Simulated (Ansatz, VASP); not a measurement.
## NbSnS4 in VASP and in Ansatz

```
Nb Sn S
1.0
     4.43580    0.00000    0.00000
     0.00000    4.43580    0.00000
     0.00000    0.00000    6.37425
Nb Sn S
1 1 4
Direct
  0.50000 0.50000 0.50000
  0.00000 0.00000 0.00000
  0.50000 0.00000 0.76315
  0.00000 0.50000 0.23685
  0.50000 0.00000 0.23685
  0.00000 0.50000 0.76315
```

Change from the starting cell: species swapped into the CePrO4 type (P4/mmm, No. 123).

Alike in both runs: task relaxation of cell and atoms; functional PBE; k mesh 4 × 4 × 4; occupations gaussian, width 0.1 eV; no spin polarisation.

|  | VASP | Ansatz |
| --- | --- | --- |
| version | VASP 6.6.1 | Ansatz 0.2.0 |
| potentials or method | VASP PAW PBE potentials, release 64 (Nb_sv, Sn_d, S), cutoff 600 eV | scalar-relativistic, plane waves, PAW |
| valence electrons in the cell | 51 | 51 |

VASP gave:

```
gap on the k mesh at the Fermi level, each at its own relaxed structure (eV) : none
relaxed volume (Å³/atom)                                                     : 20.23
relaxed cell length with the largest relative difference (Å)                 : 6.362
```

**Question.** Estimate Ansatz's values.

**Answer.** gap on the k mesh at the Fermi level, each at its own relaxed structure (eV): none; relaxed volume (Å³/atom): 20.21; relaxed cell length with the largest relative difference (Å): 6.390.

A gap of «none» marks a metal or a gap that the smearing closes.
